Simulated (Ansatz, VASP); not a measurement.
**GdO, level by level in two programs**

```
CELL_PARAMETERS angstrom
2.80181 0.00000 0.00000
0.00000 2.80181 0.00000
0.00000 0.00000 2.80181
ATOMIC_POSITIONS crystal
Gd 0.00000 0.00000 0.00000
O 0.50000 0.50000 0.50000
```

Single points on this cell with VASP 6.6.1 and Ansatz 0.2.0. Each row is one pair of runs. Alike in all rows: spin: collinear, typed start; k mesh: 9 × 9 × 9; VASP's potentials, cutoff: VASP PAW PBE potentials, release 64 (Gd, O), 520 eV; Ansatz's potentials, cutoff: Ansatz PAW, 420 eV.

| level | smearing | gap on the k mesh at the Fermi level (eV), VASP | gap on the k mesh at the Fermi level (eV), Ansatz | net moment per atom (μB), VASP | net moment per atom (μB), Ansatz |
| --- | --- | --- | --- | --- | --- |
| PBE | gaussian, width 0.013 eV | none | none | 3.48 | 3.48 |
| PBE | gaussian, width 0.014 eV | none | none | 3.48 | 3.48 |
| PBE | gaussian, width 0.015 eV | none | none | 3.48 | 3.48 |
| PBE | gaussian, width 0.016 eV | none | none | 3.48 | 3.48 |
| PBE | gaussian, width 0.017 eV | none | none | 3.48 | 3.48 |
| PBE | gaussian, width 0.018 eV | none | none | 3.48 | 3.48 |
| PBE | gaussian, width 0.019 eV | none | none | 3.48 | 3.48 |
| PBE | gaussian, width 0.02 eV | none | none | 3.48 | 3.48 |

Net moment per atom (μB): the two programs differ by at most 0.001.

A gap of «none» marks a metal or a gap that the smearing closes.

Spin-orbit coupling is off throughout.
